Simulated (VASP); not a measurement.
Runs of VASP 6.6.1 on CoPdO2. The structure is that of space group R-3m (No. 166), or close to it. The cells are those of the table. 

```csv
level,cell,gap on the mesh (eV),pressure (GPa),moment (μB),largest force (eV/Å)
PBE+D3(BJ)+U,"a = 6.153 Å, angles 26.8°, 4 atoms",none,(b),0.00,0.08
PBE+D3(BJ)+U,"a = 6.106 Å, angles 26.5°, 4 atoms",none,6.5,0.00,0.10
PBE+D3(BJ)+U,"a = 6.128 Å, angles 26.6°, 4 atoms",none,(c),0.00,0.09
PBE+D3(BJ)+U,"a = 6.197 Å, angles 27.0°, 4 atoms",none,-9.1,0.00,0.06
BLYP+D3(BJ)+U,"a = 6.139 Å, angles 26.4°, 4 atoms",none,(a),0.00,0.06
```

Alike in all rows: task single point; potentials or basis VASP PAW PBE potentials, release 64 (Co, Pd, O); spin collinear, zero start; Co d U = 3.3 eV; k mesh 10 × 10 × 10; cutoff (eV) 520; smearing gaussian 0.05 eV.

**Question.** Estimate the missing entries.

**Answer.** (a) 8.3; (b) -2.2; (c) 1.9.

Caveats: pairwise dispersion overbinds metals, which lowers pressure and volume; three body term missing (some runs); the PAW data sets were made with another functional, which shifts forces and pressure a little (some runs).

A k mesh can miss the band edges, and the runs leave out spin-orbit coupling on Pd.

A gap of «none» marks levels without a gap at the run's occupations.
